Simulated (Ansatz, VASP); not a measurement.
One calculation of AlNi, two programs

```xyz
2
Lattice="2.3640 -1.3654 -0.0544 2.3640 1.3654 -0.0544 -1.4855 0.0000 3.9390" Properties=species:S:1:pos:R:3 pbc="T T T"
Al   -0.0846   -0.0297    0.2133
Ni    1.7058    0.0297    1.7019
```

Change from the starting cell: all atoms moved at random, sigma 0.15 Å a component.

Alike in both runs: task single point; functional PBE; k mesh 15 × 15 × 14; occupations gaussian, width 0.15 eV; no spin polarisation.

|  | VASP | Ansatz |
| --- | --- | --- |
| version | VASP 6.6.1 | Ansatz 0.2.0 |
| potentials or method | VASP PAW PBE potentials, release 64 (Al, Ni), cutoff 520 eV | scalar-relativistic, plane waves, PAW |
| valence electrons in the cell | 13 | 21 |

|  | VASP | Ansatz | Ansatz less VASP |
| --- | --- | --- | --- |
| gap on the k mesh at the Fermi level (eV) | none | none | - |
| pressure (GPa) | 17.5 | 17.2 | -0.26 |
| traceless stress, the component that is largest in VASP (GPa) | -10.21 | -10.23 | -0.020 |
| rms of the force components (eV/Å) | 2.475 | 2.459 | -0.0158 |

Atom by atom the forces differ by 0.016 eV/Å (rms over components). A gap of «none» marks a metal or a gap that the smearing closes. VASP's potentials hold 13 valence electrons a cell and Ansatz's 21, so a difference there can come from the potentials and not from the codes.
